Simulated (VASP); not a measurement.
Wanted: the native input for a VASP 6.6.1 run.

* Task: relaxation of cell and atoms
* Functional: PBEsol
* Potentials or basis: VASP PAW PBE potentials, release 64 (Sb, In_d)
* Cutoff: 600 eV
* k mesh: 6 × 6 × 6
* Occupations: fermi-dirac, width 0.05 eV
* Spin: no spin polarisation
* Dipole correction: no
* Further INCAR settings: ALGO = Normal; EDIFF = 1e-06; IBRION = 2; EDIFFG = -0.02; NSW = 80; ISIF = 3

The structure of InSb3 lies in POSCAR:

```
InSb3
1.0
    4.8063670000      0.0000000000      0.0000000000
    0.0000000000      4.8063670000      0.0000000000
    0.0000000000      0.0000000000      4.8063670000
Sb In
3 1
Direct
    0.5000000000      0.5000000000      0.0000000000
    0.0000000000      0.5000000000      0.5000000000
    0.5000000000      0.0000000000      0.5000000000
    0.0000000000      0.0000000000      0.0000000000
```

These files were run (other wordings do the same):

INCAR

```
SYSTEM = InSb3
PREC = Accurate ; ENCUT = 600
EDIFF = 1E-6 ; ISMEAR = -1
SIGMA = 0.05 ; LREAL = .FALSE.
LASPH = .TRUE. ; NELM = 80
ALGO = Normal ; ISIF = 3
LWAVE = .FALSE. ; LCHARG = .FALSE.
GGA = PS ; IBRION = 2
NSW = 80 ; EDIFFG = -0.02
```

KPOINTS

```
regular mesh
0
G
  6 6 6
  0 0 0
```

Potentials or basis: VASP PAW PBE potentials, release 64 (Sb, In_d).

Command:

```console
$ cat potpaw_PBE.64/Sb/POTCAR potpaw_PBE.64/In_d/POTCAR > POTCAR
$ mpirun -np 1 vasp_std > vasp.out
```

It gave:

The relaxed volume is 26.39 Å³/atom and the relaxed cell is a = 4.726 Å, b = 4.726 Å, c = 4.726 Å, α = 90.00°, β = 90.00°, γ = 90.00°. The space group after relaxing (to 0.05 Å) is Pm-3m (No. 221). The energy gained by relaxing is 12.0 meV/atom, the ionic steps are 3 and the pressure after relaxing is 0.0 GPa. The band gap on the k mesh is zero (band 14 reaches 12.06 eV, above the bottom of band 15 at 7.14 eV).

Caveat: the PAW data sets were made with another functional, which shifts forces and pressure a little; spin-orbit coupling is left out, which moves the levels of the heavy elements.

Wall time 2.4 min on 1 thread of AMD EPYC 7R43 64-Core Processor (Zen 3) (shared host), peak memory 0.24 GiB.
